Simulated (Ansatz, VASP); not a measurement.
**Sr: VASP beside Ansatz**

```xyz
1
Lattice="0.0000 2.9668 2.9668 2.9668 0.0000 2.9668 2.9668 2.9668 0.0000" Properties=species:S:1:pos:R:3 pbc="T T T"
Sr    0.0000    0.0000    0.0000
```

Alike in both runs: functional PBEsol; k mesh 9 × 9 × 9; occupations fermi-dirac, width 0.1 eV; no spin polarisation.

Ansatz relaxed the structure, and its values are those at the end. VASP's run is a single point on that final structure, the one shown.

```csv
,VASP,Ansatz
version,VASP 6.6.1,Ansatz 0.2.0
potentials or method,"VASP PAW PBE potentials, release 64 (Sr_sv), cutoff 520 eV","plane waves (420 eV) with PAW, scalar-relativistic"
valence electrons in the cell,10,10
```

|  | VASP | Ansatz | Ansatz less VASP |
| --- | --- | --- | --- |
| pressure (GPa) | 0.0 | 0.0 | -0.01 |

VASP's potentials were made for PBE, not for PBEsol, and Ansatz warns of the same on its side.
